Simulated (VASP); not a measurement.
# SrO (Immm) in VASP: notebook, part 2 of 2

VASP 6.6.1.

## Step 3: Single point, PBE (strain +0.0350 x Voigt [0, 0, 0, 0, 1, 0])

INCAR

```
SYSTEM = SrO
PREC = Accurate
ENCUT = 520
EDIFF = 1E-6
ISMEAR = 0
SIGMA = 0.05
LREAL = .FALSE.
LASPH = .TRUE.
NELM = 80
ALGO = Normal
ISIF = 2
LWAVE = .FALSE.
LCHARG = .FALSE.
GGA = PE
NBANDS = 15
```

KPOINTS

```
Automatic mesh
0
G
  8 8 8
  0 0 0
```

POSCAR

```
SrO
1.0
    0.0449715000      2.5698000000      2.5698000000
    2.6147715000      0.0000000000      2.6147715000
    2.5698000000      2.5698000000      0.0449715000
Sr O
1 1
Direct
    0.0000000000      0.0000000000      0.0000000000
    0.5000000000      0.5000000000      0.5000000000
```

Potentials or basis: VASP PAW PBE potentials, release 64 (Sr_sv, O).

On the command line:

```bash
cat potpaw_PBE.64/Sr_sv/POTCAR potpaw_PBE.64/O/POTCAR > POTCAR
mpirun -np 1 vasp_std > vasp.out
```

OUTCAR:

```text
SYSTEM = SrO
   PREC = Accurate
   ENCUT = 520
   EDIFF = 1E-6
   ISMEAR = 0
   LREAL = .FALSE.
   LASPH = .TRUE.
   NELM = 80
   ISIF = 2
   GGA = PE

 ion  position               nearest neighbor table
   1  0.000  0.000  0.000-   2 2.57   2 2.57   2 2.57   2 2.57   2 2.57   2 2.57
   2  0.500  0.500  0.500-   1 2.57   1 2.57   1 2.57   1 2.57   1 2.57   1 2.57

  LATTYP: Found a body centered orthorhombic cell.
 ALAT       =     3.5706467074
 B/A-ratio  =     1.0356234097
 C/A-ratio  =     1.4394031169

  Lattice vectors:

 A1 = (   0.0449715000,  -2.5698000000,   2.5698000000)
 A2 = (  -0.0449715000,  -2.5698000000,  -2.5698000000)
 A3 = (   2.5698000000,   2.5698000000,   0.0449715000)

Analysis of symmetry for initial positions (statically):
=====================================================================
 Subroutine PRICEL returns:
 Original cell was already a primitive cell.

 Routine SETGRP: Setting up the symmetry group for a
 body centered orthorhombic supercell.

 Subroutine GETGRP returns: Found  8 space group operations
 (whereof  8 operations were pure point group operations)
 out of a pool of  8 trial point group operations.

The static configuration has the point symmetry D_2h.

Analysis of symmetry for dynamics (positions and initial velocities):
=====================================================================
 Subroutine PRICEL returns:
 Original cell was already a primitive cell.

 Routine SETGRP: Setting up the symmetry group for a
 body centered orthorhombic supercell.

 Subroutine GETGRP returns: Found  8 space group operations
 (whereof  8 operations were pure point group operations)
 out of a pool of  8 trial point group operations.

The dynamic configuration has the point symmetry D_2h.

 Subroutine INISYM returns: Found  8 space group operations
 (whereof  8 operations are pure point group operations),
 and found     1 'primitive' translations

----------------------------------------------------------------------------------------

                                     Primitive cell

  volume of cell :      33.9309

  direct lattice vectors                    reciprocal lattice vectors
     0.044971500  2.569800000  2.569800000    -0.198033253  0.194567671  0.198033253
     2.614771500  0.000000000  2.614771500     0.191221298 -0.194567671  0.191221298
     2.569800000  2.569800000  0.044971500     0.198033253  0.194567671 -0.198033253

  length of vectors
     3.634524249  3.697845318  3.634524249     0.341014540  0.333148237  0.341014540

  position of ions in fractional coordinates (direct lattice)
     0.000000000  0.000000000  0.000000000
     0.500000000  0.500000000  0.500000000

  ion indices of the primitive-cell ions
   primitive index   ion index
                 1           1
                 2           2

----------------------------------------------------------------------------------------

 KPOINTS: Automatic mesh

Automatic generation of k-mesh.
 Grid dimensions read from file:
 generate k-points for:    8    8    8

 Generating k-lattice:

  Cartesian coordinates                     Fractional coordinates (reciprocal lattice)
    -0.024754157  0.024320959  0.024754157     0.125000000  0.000000000  0.000000000
     0.023902662 -0.024320959  0.023902662    -0.000000000  0.125000000 -0.000000000
     0.024754157  0.024320959 -0.024754157     0.000000000  0.000000000  0.125000000

  Length of vectors
     0.042626818  0.041643530  0.042626818

  Shift w.r.t. Gamma in fractional coordinates (k-lattice)
     0.000000000  0.000000000  0.000000000

 Subroutine IBZKPT returns following result:
 ===========================================

 Found     95 irreducible k-points:

 Following reciprocal coordinates:
            Coordinates               Weight
  0.000000  0.000000  0.000000      1.000000
  0.125000  0.000000 -0.000000      4.000000
  0.250000  0.000000 -0.000000      4.000000
  0.375000  0.000000 -0.000000      4.000000
  0.500000  0.000000 -0.000000      2.000000
  0.000000  0.125000  0.000000      4.000000
[... 16 lines left out ...]
  0.125000  0.375000  0.000000      8.000000
  0.250000  0.375000 -0.000000      8.000000
 [... further k-points ...]
   k-points           NKPTS =     95   k-points in BZ     NKDIM =     95   number of bands    NBANDS=     15
   number of dos      NEDOS =    301   number of ions     NIONS =      2
   total plane-waves  NPLWV =  21952
   dimension x,y,z NGX =    28 NGY =   28 NGZ =   28
   dimension x,y,z NGXF=    56 NGYF=   56 NGZF=   56
   ions per type =               1   1
   NGX,Y,Z   is equivalent  to a cutoff of  12.81, 12.59, 12.81 a.u.
   NGXF,Y,Z  is equivalent  to a cutoff of  25.61, 25.18, 25.61 a.u.
 SYSTEM =  SrO
   PREC   = accura    normal or accurate (medium, high low for compatibility)
   ISTART =      0    job   : 0-new  1-cont  2-samecut
   ICHARG =      2    charge: 1-file 2-atom 10-const
   ISPIN  =      1    spin polarized calculation?
   LNONCOLLINEAR =      F non collinear calculations
   LSORBIT =      F    spin-orbit coupling
   LASPH  =      T    aspherical Exc in radial PAW
   ENCUT  =  520.0 eV  38.22 Ry    6.18 a.u.   6.76  6.88  6.76*2*pi/ulx,y,z
   NELM   =     80;   NELMIN=  2; NELMDL= -5     # of ELM steps
   EDIFF  = 0.1E-05   stopping-criterion for ELM
   LREAL  =      F    real-space projection
   EDIFFG = 0.1E-04   stopping-criterion for IOM
   NSW    =      0    number of steps for IOM
   IBRION =     -1    ionic relax: 0-MD 1-quasi-New 2-CG
   NFREE  =      0    steps in history (QN), initial steepest desc. (CG)
   ISIF   =      2    stress and relaxation
   ISYM   =      2    0-nonsym 1-usesym 2-fastsym
   POTIM  = 0.5000    time-step for ionic-motion
   TEBEG  =    0.0;   TEEND  =   0.0 temperature during run
   PSTRESS=    0.0 pullay stress
   NELECT =      16.0000    total number of electrons
   NUPDOWN=      -1.0000    fix difference up-down
   EMIN   =  10.00;   EMAX   =-10.00  energy-range for DOS
   EFERMI =   0.00;   METHOD = LEGACY
   ISMEAR =     0;   SIGMA  =   0.05  broadening in eV -4-tet -1-fermi 0-gaus
   EFERMI_NEDOS =   21; number of points for ismear=-14 and -15
   IALGO  =     38    algorithm
   IMIX   =      4    mixing-type and parameters
     AMIX     =   0.40;   BMIX     =  1.00
     AMIX_MAG =   1.60;   BMIX_MAG =  1.00
  volume/ion in A,a.u.               =      16.97       114.49
  Fermi-wavevector in a.u.,A,eV,Ry     =   1.274236  2.407957 22.091469  1.623677
  Thomas-Fermi vector in A             =   2.407015
   LORBIT       =      0    0 simple, 1 ext, 2 COOP (PROOUT), +10 PAW based schemes
   GGA     = PE    functional components
   LHFCALC =     F    Hartree Fock is set to
   AEXX    =    0.0000 exact exchange contribution
   IVDW    =     0    specifies the selected vdW correction
   LEPSILON=     F    determine dielectric tensor
   LRPA    =     F    only Hartree local field effects (RPA)
 non-spin polarized calculation
 Gauss-broadening in eV      SIGMA  =   0.05
  energy-cutoff  :      520.00
  volume of cell :       33.93
 maximum number of plane-waves:       929
   NGX = 13   NGY = 13   NGZ = 13

 number of electron      15.9999997 magnetization

 Free energy of the ion-electron system (eV)
  ---------------------------------------------------
  ext. energy  EPLUGINS =         0.00000000
  ---------------------------------------------------
  free energy    TOTEN  =       -12.03306044 eV

  energy without entropy =      -12.03306044  energy(sigma->0) =      -12.03306044

 E-fermi :   1.9212     XC(G=0): -10.0353

 val. band max:        1.7154015753   @ k =   0.0000   0.0000   0.0000
 cond. band min:       4.9328639258   @ k =   0.5000   0.0000   0.5000
 fundamental gap:      3.2174623505
 Fermi energy:         1.9211654277

 k-point     1 :       0.0000    0.0000    0.0000
  band No.  band energies     occupation
      1     -30.7176      2.00000
      2     -13.4187      2.00000
      3     -12.3612      2.00000
      4     -12.3536      2.00000
      5     -12.3422      2.00000
      6       1.6401      2.00000
      7       1.6729      2.00000
      8       1.7154      2.00000
      9       5.6589      0.00000
     10       7.6710      0.00000
     11       7.8788      0.00000
     12       8.1057      0.00000
     13      10.0662      0.00000
     14      10.0679      0.00000
[... 401 lines left out ...]
      2     -14.2850      2.00000
      3     -12.6549      2.00000
      4     -12.5827      2.00000
      5     -11.8654      2.00000
      6       0.4244      2.00000
      7       1.2762      2.00000
      8       1.3882      2.00000
      9       5.9996      0.00000
     10       8.5739      0.00000
     11      10.7142      0.00000
     12      10.9567      0.00000
     13      11.6386      0.00000
     14      12.6742      0.00000
     15      17.5757      0.00000

 [... further k-points ...]
[... 5 lines left out ...]
  --------------------------------------------------------------------------------------
  -------------------------------------------------------------------------------------
  Total        0.7473934      0.7293694      0.7473934      0.0000000      0.0000000     -0.4013380
  in kB       35.2910776     34.4400049     35.2910776      0.0000000      0.0000000    -18.9507276
  external PRESSURE =      35.0073867 kB  Pullay stress =       0.0000000 kB

 VOLUME and BASIS-vectors are now :
 -----------------------------------------------------------------------------
  energy-cutoff  :      520.00
  volume of cell :       33.93
      direct lattice vectors                 reciprocal lattice vectors
     0.044971500  2.569800000  2.569800000    -0.198033253  0.194567671  0.198033253
     2.614771500  0.000000000  2.614771500     0.191221298 -0.194567671  0.191221298
     2.569800000  2.569800000  0.044971500     0.198033253  0.194567671 -0.198033253

 POSITION                                       TOTAL-FORCE (eV/Angst)
 -----------------------------------------------------------------------------------
      0.00000      0.00000      0.00000        -0.000000      0.000000     -0.000000
      2.61477      2.56980      2.61477         0.000000      0.000000      0.000000
 -----------------------------------------------------------------------------------
    total drift:                                0.000000      0.000000      0.000000

  FREE ENERGIE OF THE ION-ELECTRON SYSTEM (eV)
  ---------------------------------------------------
  free  energy   TOTEN  =       -12.0330604380 eV

  energy  without entropy=      -12.0330604380  energy(sigma->0) =      -12.03306044
```

OSZICAR:

```text
N       E                     dE             d eps       ncg     rms          rms(c)
DAV:   1     0.678165036473E+02    0.67817E+02   -0.84216E+03  2850   0.104E+03
DAV:   2    -0.111271283802E+02   -0.78944E+02   -0.72174E+02  3924   0.219E+02
DAV:   3    -0.141685832791E+02   -0.30415E+01   -0.30229E+01  3650   0.391E+01
DAV:   4    -0.142349644291E+02   -0.66381E-01   -0.66375E-01  3651   0.552E+00
DAV:   5    -0.142364839161E+02   -0.15195E-02   -0.15195E-02  3537   0.669E-01    0.165E+01
DAV:   6    -0.121803022448E+02    0.20562E+01   -0.66531E+00  2927   0.195E+01    0.194E+01
DAV:   7    -0.120420296015E+02    0.13827E+00   -0.29409E-01  3418   0.483E+00    0.113E+01
DAV:   8    -0.120310310134E+02    0.10999E-01   -0.11808E-01  3739   0.342E+00    0.446E-01
DAV:   9    -0.120324421140E+02   -0.14111E-02   -0.57237E-03  3625   0.481E-01    0.232E-01
DAV:  10    -0.120329009434E+02   -0.45883E-03   -0.44431E-04  3060   0.197E-01    0.846E-02
DAV:  11    -0.120330421138E+02   -0.14117E-03   -0.13823E-04  3179   0.871E-02    0.271E-02
DAV:  12    -0.120330604515E+02   -0.18338E-04   -0.26737E-05  2997   0.380E-02    0.212E-02
DAV:  13    -0.120330604380E+02    0.13522E-07   -0.13610E-06  2998   0.104E-02
   1 F= -.12033060E+02 E0= -.12033060E+02  d E =-.243403E-11
```

stdout:

```text
POSCAR found type information on POSCAR SrO
 POSCAR found :  2 types and       2 ions
 scaLAPACK will be used
 LDA part: xc-table for (Slater+PW92), standard interpolation
 POSCAR, INCAR and KPOINTS ok, starting setup
 FFT: planning ... GRIDC
 FFT: planning ... GRID_SOFT
 FFT: planning ... GRID
 WAVECAR not read
 entering main loop
```

Run time: 20 s. Hardware: 1 thread of Intel Xeon Platinum 8559C (Emerald Rapids), shared host; peak memory 0.18 GiB.

What came out:

```yaml
Free_energy: -12.0331 eV
Pressure: 3.5 GPa
Band_gap_on_the_k_mesh: 3.22 eV, indirect (least direct gap 3.30 eV)
```

Stress tensor (GPa, compression positive):
```
 3.53  0.00 -1.90
 0.00  3.44  0.00
-1.90  0.00  3.53
```

Caveat: the cell differs from its parent crystal (strain +0.0350 x Voigt [0, 0, 0, 0, 1, 0]).

## Step 4: Single point, PBE (strain +0.0250 x Voigt [0, 0, 0, 0, 1, 0])

INCAR

```
  PREC = Accurate
  ENCUT = 520
  EDIFF = 1E-6
  ISMEAR = 0
  SIGMA = 0.05
  LREAL = False
  LASPH = True
  NELM = 100
  ALGO = Normal
  ISIF = 2
  LWAVE = False
  LCHARG = False
  GGA = PE
  NBANDS = 15
```

KPOINTS

```
Automatic mesh
0
Gamma
  8 8 8
```

POSCAR

```
SrO
1.0
    0.0321225000      2.5698000000      2.5698000000
    2.6019225000      0.0000000000      2.6019225000
    2.5698000000      2.5698000000      0.0321225000
Sr O
1 1
Direct
    0.0000000000      0.0000000000      0.0000000000
    0.5000000000      0.5000000000      0.5000000000
```

On the command line:

```bash
cat potpaw_PBE.64/Sr_sv/POTCAR potpaw_PBE.64/O/POTCAR > POTCAR
mpirun -np 1 vasp_std > vasp.out
```

It took 21 s on 1 thread of Intel Xeon Platinum 8559C (Emerald Rapids), shared host; peak memory 0.19 GiB.

It converged, with:

```yaml
Free_energy: -12.0366 eV
Pressure: 3.5 GPa
Band_gap_on_the_k_mesh: 3.23 eV, indirect (least direct gap 3.32 eV)
```

Stress tensor (GPa, compression positive):
```
 3.52  0.00 -1.35
 0.00  3.48  0.00
-1.35  0.00  3.52
```

Levels at points of the mesh, in eV from the valence-band top:
```csv
k point,band 5,band 6,band 7,band 8,band 9,band 10,band 11,band 12
"(0.00, 0.00, 0.00)",-14.05,-0.05,-0.03,0.00,3.96,6.03,6.18,6.34
"(0.50, 0.00, 0.00)",-12.89,-2.20,-1.25,-1.16,6.55,8.46,8.76,9.01
"(0.00, 0.50, 0.00)",-12.84,-2.20,-1.17,-1.09,6.49,8.42,8.65,8.89
"(0.50, 0.50, 0.00)",-14.42,-0.46,-0.12,-0.12,3.23,7.78,10.14,10.37
"(0.50, 0.00, 0.50)",-14.40,-0.46,-0.14,-0.08,3.23,7.79,10.16,10.37
```

Caveat: the cell differs from its parent crystal (strain +0.0250 x Voigt [0, 0, 0, 0, 1, 0]).

## Step 5: Summary

| cell | gap on the mesh (eV) | pressure (GPa) |
| --- | --- | --- |
| a = 3.634, b = 3.652 Å, angles 59.8, 59.7, 59.8°, 2 atoms | 3.25 | 3.5 |
| a = 3.635, b = 3.698 Å, angles 59.4, 58.8, 59.4°, 2 atoms | 3.22 | 3.5 |
| a = 3.634, b = 3.680 Å, angles 59.6, 59.2, 59.6°, 2 atoms | 3.23 | 3.5 |

Alike in all rows: task single point; level PBE; potentials or basis VASP PAW PBE potentials, release 64 (Sr_sv, O); no spin polarisation; k mesh 8 × 8 × 8; cutoff (eV) 520; smearing gaussian 0.05 eV.

Total energies depend on the potentials used, so only differences within one code and one set of settings carry meaning.
